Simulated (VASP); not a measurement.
# Ti (P3_121) in VASP: further runs, part 2 of 2

VASP 6.6.1.

## Step 3: Relaxation of cell and atoms, r2SCAN

This run uses another cell than the first one, of 17.18 Å³/atom.

File POSCAR:

```
Ti
1.0
    4.6442741147      0.0000000000      0.0000000000
   -2.3221370574      4.0220593655      0.0000000000
    0.0000000000      0.0000000000      2.7598937415
Ti
3
Direct
    0.3447541120      0.0000000000      0.3333333333
    0.0000000000      0.3447541120      0.6666666667
    0.6552458880      0.6552458880      0.0000000000
```

File INCAR.step1:

```
SYSTEM = Ti
  PREC = Accurate
  ENCUT = 600
  ISMEAR = 0
  SIGMA = 0.1
  LREAL = .FALSE.
  LASPH = .TRUE.
  NELM = 60
  GGA = PE
  ALGO = Normal
  EDIFF = 1E-4
  LWAVE = .TRUE.
  LCHARG = .FALSE.
```

File INCAR.step2:

```
SYSTEM = Ti
  PREC = Accurate
  ENCUT = 600
  EDIFF = 1E-6
  ISMEAR = 0
  SIGMA = 0.1
  LREAL = .FALSE.
  LASPH = .TRUE.
  NELM = 60
  ALGO = Normal
  ISIF = 3
  LWAVE = .FALSE.
  LCHARG = .FALSE.
  METAGGA = R2SCAN
  LMIXTAU = .TRUE.
  IBRION = 2
  NSW = 90
  EDIFFG = -0.04
  ISTART = 1
```

File KPOINTS:

```
Automatic mesh
0
G
  6 6 6
  0 0 0
```

Potentials or basis: VASP PAW PBE potentials, release 64 (Ti_sv).

Launch:

```sh
> cat potpaw_PBE.64/Ti_sv/POTCAR > POTCAR
> cp INCAR.step1 INCAR
> mpirun -np 1 vasp_std > vasp.out
> cp INCAR.step2 INCAR
> mpirun -np 1 vasp_std > vasp.out
```

OUTCAR:

```text
SYSTEM = Ti
   PREC = Accurate
   ENCUT = 600
   EDIFF = 1E-6
   ISMEAR = 0
   LREAL = .FALSE.
   LASPH = .TRUE.
   NELM = 60
   ISIF = 3
   METAGGA = R2SCAN
   IBRION = 2
   NSW = 90
   EDIFFG = -0.04
   ISTART = 1

 ion  position               nearest neighbor table
   1  0.345  0.000  0.333-   3 2.79   3 2.79   2 2.79   2 2.79
   2  0.000  0.345  0.667-   3 2.79   3 2.79   1 2.79   1 2.79
   3  0.655  0.655  0.000-   2 2.79   2 2.79   1 2.79   1 2.79

  LATTYP: Found a hexagonal cell.
 ALAT       =     4.6442741147
 C/A-ratio  =     0.5942572883

  Lattice vectors:

 A1 = (   4.6442741147,   0.0000000000,   0.0000000000)
 A2 = (  -2.3221370574,   4.0220593655,   0.0000000000)
 A3 = (   0.0000000000,   0.0000000000,   2.7598937415)

Analysis of symmetry for initial positions (statically):
=====================================================================
 Subroutine PRICEL returns:
 Original cell was already a primitive cell.

 Routine SETGRP: Setting up the symmetry group for a
 hexagonal supercell.

 Subroutine GETGRP returns: Found  6 space group operations
 (whereof  2 operations were pure point group operations)
 out of a pool of 24 trial point group operations.

The static configuration has the point symmetry C_2 .
 The point group associated with its full space group is D_3 .

Analysis of symmetry for dynamics (positions and initial velocities):
=====================================================================
 Subroutine PRICEL returns:
 Original cell was already a primitive cell.

 Routine SETGRP: Setting up the symmetry group for a
 hexagonal supercell.

 Subroutine GETGRP returns: Found  6 space group operations
 (whereof  2 operations were pure point group operations)
 out of a pool of 24 trial point group operations.

The dynamic configuration has the point symmetry C_2 .
 The point group associated with its full space group is D_3 .

 Subroutine INISYM returns: Found  6 space group operations
 (whereof  2 operations are pure point group operations),
 and found     1 'primitive' translations

----------------------------------------------------------------------------------------

                                     Primitive cell

  volume of cell :      51.5536

  direct lattice vectors                    reciprocal lattice vectors
     4.644274115  0.000000000  0.000000000     0.215318901  0.124314426  0.000000000
    -2.322137057  4.022059365  0.000000000     0.000000000  0.248628851  0.000000000
     0.000000000  0.000000000  2.759893741     0.000000000  0.000000000  0.362332790

  length of vectors
     4.644274115  4.644274115  2.759893741     0.248628851  0.248628851  0.362332790

  position of ions in fractional coordinates (direct lattice)
     0.344754112  0.000000000  0.333333333
     0.000000000  0.344754112  0.666666667
     0.655245888  0.655245888  0.000000000

  ion indices of the primitive-cell ions
   primitive index   ion index
                 1           1
                 2           2
                 3           3

----------------------------------------------------------------------------------------

[... 48 lines left out ...]
  0.500000  0.000000  0.333333      6.000000
  0.166667  0.166667  0.333333     12.000000
 [... further k-points ...]
   k-points           NKPTS =     34   k-points in BZ     NKDIM =     34   number of bands    NBANDS=     22
   number of dos      NEDOS =    301   number of ions     NIONS =      3
   total plane-waves  NPLWV =  38400
   dimension x,y,z NGX =    40 NGY =   40 NGZ =   24
   dimension x,y,z NGXF=    80 NGYF=   80 NGZF=   48
   ions per type =               3
   NGX,Y,Z   is equivalent  to a cutoff of  14.32, 14.32, 14.46 a.u.
   NGXF,Y,Z  is equivalent  to a cutoff of  28.64, 28.64, 28.91 a.u.
 SYSTEM =  Ti
   PREC   = accura    normal or accurate (medium, high low for compatibility)
   ISTART =      1    job   : 0-new  1-cont  2-samecut
   ICHARG =      0    charge: 1-file 2-atom 10-const
   ISPIN  =      1    spin polarized calculation?
   LNONCOLLINEAR =      F non collinear calculations
   LSORBIT =      F    spin-orbit coupling
   LASPH  =      T    aspherical Exc in radial PAW
   ENCUT  =  600.0 eV  44.10 Ry    6.64 a.u.   9.28  9.28  5.51*2*pi/ulx,y,z
   NELM   =     60;   NELMIN=  2; NELMDL=  0     # of ELM steps
   EDIFF  = 0.1E-05   stopping-criterion for ELM
   LREAL  =      F    real-space projection
   EDIFFG = -.4E-01   stopping-criterion for IOM
   NSW    =     90    number of steps for IOM
   IBRION =      2    ionic relax: 0-MD 1-quasi-New 2-CG
   NFREE  =      1    steps in history (QN), initial steepest desc. (CG)
   ISIF   =      3    stress and relaxation
   ISYM   =      2    0-nonsym 1-usesym 2-fastsym
   POTIM  = 0.5000    time-step for ionic-motion
   TEBEG  =    0.0;   TEEND  =   0.0 temperature during run
   PSTRESS=    0.0 pullay stress
   NELECT =      36.0000    total number of electrons
   NUPDOWN=      -1.0000    fix difference up-down
   EMIN   =  10.00;   EMAX   =-10.00  energy-range for DOS
   EFERMI =   0.00;   METHOD = LEGACY
   ISMEAR =     0;   SIGMA  =   0.10  broadening in eV -4-tet -1-fermi 0-gaus
   EFERMI_NEDOS =   21; number of points for ismear=-14 and -15
   IALGO  =     38    algorithm
   IMIX   =      4    mixing-type and parameters
     AMIX     =   0.40;   BMIX     =  1.00
     AMIX_MAG =   1.60;   BMIX_MAG =  1.00
  volume/ion in A,a.u.               =      17.18       115.97
  Fermi-wavevector in a.u.,A,eV,Ry     =   1.452411  2.744658 28.701447  2.109497
  Thomas-Fermi vector in A             =   2.569796
   LORBIT       =      0    0 simple, 1 ext, 2 COOP (PROOUT), +10 PAW based schemes
   METAGGA = R2SCAN    functional components
   LHFCALC =     F    Hartree Fock is set to
   AEXX    =    0.0000 exact exchange contribution
   IVDW    =     0    specifies the selected vdW correction
   LEPSILON=     F    determine dielectric tensor
   LRPA    =     F    only Hartree local field effects (RPA)
 conjugate gradient relaxation of ions
 non-spin polarized calculation
 Gauss-broadening in eV      SIGMA  =   0.10
  energy-cutoff  :      600.00
  volume of cell :       51.55
 maximum number of plane-waves:      1739
 NGX is ok and might be reduce to    40
   NGX = 19   NGY = 19   NGZ = 11

--------------------------------------- Ionic step        1  -------------------------------------------

 number of electron      36.0000005 magnetization

 Free energy of the ion-electron system (eV)
  ---------------------------------------------------
  ext. energy  EPLUGINS =         0.00000000
  ---------------------------------------------------
  free energy    TOTEN  =       -38.45511382 eV

  energy without entropy =      -38.42902516  energy(sigma->0) =      -38.44206949

------------------------ aborting loop because EDIFF is reached ----------------------------------------

  FORCE on cell =-STRESS in cart. coord.  units (eV):
  Direction    XX          YY          ZZ          XY          YZ          ZX
  --------------------------------------------------------------------------------------
  -------------------------------------------------------------------------------------
  Total        0.1967345      0.1967345      0.3340629     -0.0000000     -0.0000000      0.0000000
  in kB        6.1140992      6.1140992     10.3819796     -0.0000000     -0.0000000      0.0000000
  external PRESSURE =       7.5367260 kB  Pullay stress =       0.0000000 kB
[... 61 lines left out ...]
--------------------------------------- Ionic step        3  -------------------------------------------

 number of electron      36.0000003 magnetization

 Free energy of the ion-electron system (eV)
  ---------------------------------------------------
  ext. energy  EPLUGINS =         0.00000000
  ---------------------------------------------------
  free energy    TOTEN  =       -38.45611223 eV

  energy without entropy =      -38.42982829  energy(sigma->0) =      -38.44297026

 E-fermi :   8.1219     XC(G=0): -12.4135

 val. band max:        8.1138373060   @ k =   0.3333   0.1667   0.1667
 cond. band min:       8.1356757154   @ k =   0.3333  -0.0000   0.1667
 fundamental gap:      0.0218384094
 Fermi energy:         8.1218825378

 k-point     1 :       0.0000    0.0000    0.0000
  band No.  band energies     occupation
      1     -50.7648      2.00000
      2     -50.6144      2.00000
      3     -50.6144      2.00000
      4     -26.0933      2.00000
      5     -26.0380      2.00000
      6     -26.0380      2.00000
[... 589 lines left out ...]
     21       9.9185      0.00000
     22      10.4723      0.00000

 [... further k-points ...]

------------------------ aborting loop because EDIFF is reached ----------------------------------------

  FORCE on cell =-STRESS in cart. coord.  units (eV):
  Direction    XX          YY          ZZ          XY          YZ          ZX
  --------------------------------------------------------------------------------------
  -------------------------------------------------------------------------------------
  Total       -0.0580122     -0.0580122      0.0302386      0.0000000     -0.0000000      0.0000000
  in kB       -1.7896212     -1.7896212      0.9328325      0.0000000     -0.0000000      0.0000000
  external PRESSURE =      -0.8821367 kB  Pullay stress =       0.0000000 kB
[... 18 lines left out ...]
  FREE ENERGIE OF THE ION-ELECTRON SYSTEM (eV)
  ---------------------------------------------------
  free  energy   TOTEN  =       -38.4561122288 eV

  energy  without entropy=      -38.4298282919  energy(sigma->0) =      -38.44297026

 reached required accuracy - stopping structural energy minimisation
```

Wall time 6.4 min (1 thread of Intel Xeon Platinum 8259CL at 2.50GHz (Skylake/Cascade Lake), shared host); peak memory 0.22 GiB.

What came out:

- Free energy: -38.4561 eV
- Relaxed volume: 17.31 Å³/atom
- Relaxed cell: a = 4.654 Å, b = 4.654 Å, c = 2.769 Å, α = 90.00°, β = 90.00°, γ = 120.00°
- Space group after relaxing (to 0.1 Å): P3_121 (No. 152)
- Energy gained by relaxing: 0.3 meV/atom
- Ionic steps: 3
- Pressure after relaxing: -0.1 GPa
- Largest force after relaxing: 0.019 eV/Å
- Band gap on the k mesh: zero (bands 18 and 19 overlap by 0.68 eV)

Forces on the atoms (eV/Å):
```
Ti  -0.019  0.000  0.000
Ti   0.009 -0.016  0.000
Ti   0.009  0.016  0.000
```

Step by step:
```csv
step,energy change (eV),largest force (eV/Å),pressure (GPa),volume (Å³)
1,0.0000,0.0211,0.75,51.55
2,-0.0007,0.0179,-0.51,52.16
3,-0.0010,0.0189,-0.09,51.94
```

Final structure:
```
Ti
1.0
     4.65357    0.00000    0.00000
    -2.32678    4.03011    0.00000
     0.00000    0.00000    2.76927
Ti
3
Direct
  0.34462 0.00000 0.33333
  0.00000 0.34462 0.66667
  0.65538 0.65538 0.00000
```

Caveat: the k points lie up to 0.38 Å⁻¹ apart in the final cell, too coarse for converged energies and pressures of a metal; the PAW data sets were made with another functional, which shifts forces and pressure a little.
